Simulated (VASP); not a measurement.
## W: single point with PBEsol

The system is W.

```xyz
1
Lattice="0.0000 1.9950 1.8468 1.9950 0.0000 1.8468 1.9950 1.9950 0.0000" Properties=species:S:1:pos:R:3 pbc="T T T"
W     0.0000    0.0000    0.0000
```

```yaml
Program: VASP 6.6.1
Task: single point
Functional: PBEsol
Potentials_or_basis: VASP PAW PBE potentials, release 64 (W_sv)
Cutoff: 500 eV
k_mesh: 22 × 22 × 22
Occupations: gaussian, width 0.15 eV
Spin: no spin polarisation
Dipole_correction: no
Further_INCAR_settings: ALGO = Normal; EDIFF = 1e-06; NBANDS = 13
```

| Quantity | Value |
| --- | --- |
| Pressure | 30.7 GPa |
| Band gap on the k mesh | zero (bands 7 and 8 overlap by 5.57 eV) |

Stress tensor (GPa, compression positive):
```
38.89  0.00  0.00
 0.00 38.89  0.00
 0.00  0.00 14.25
```

Levels at points of the mesh, in eV from the Fermi level:
| k point | band 5 | band 6 | band 7 | band 8 | band 9 | band 10 |
| --- | --- | --- | --- | --- | --- | --- |
| (0.00, 0.00, 0.00) | -9.74 | -1.21 | -1.21 | -0.11 | 1.87 | 3.46 |
| (0.50, 0.00, 0.00) | -6.41 | -1.82 | -0.46 | 0.90 | 5.22 | 6.10 |
| (0.50, 0.50, 0.00) | -6.47 | -5.61 | 4.75 | 5.59 | 6.57 | 6.57 |
| (0.50, 0.00, 0.50) | -6.50 | -5.29 | 3.06 | 5.49 | 5.86 | 7.12 |

Wall time 2.3 min on 1 thread of Intel Xeon 8259CL, with other jobs on the host, peak memory 0.26 GiB.

Caveat: the cell stands under pressure; the PAW data sets were made with another functional, which shifts forces and pressure a little; spin-orbit coupling is left out, which moves the levels of the heavy elements.
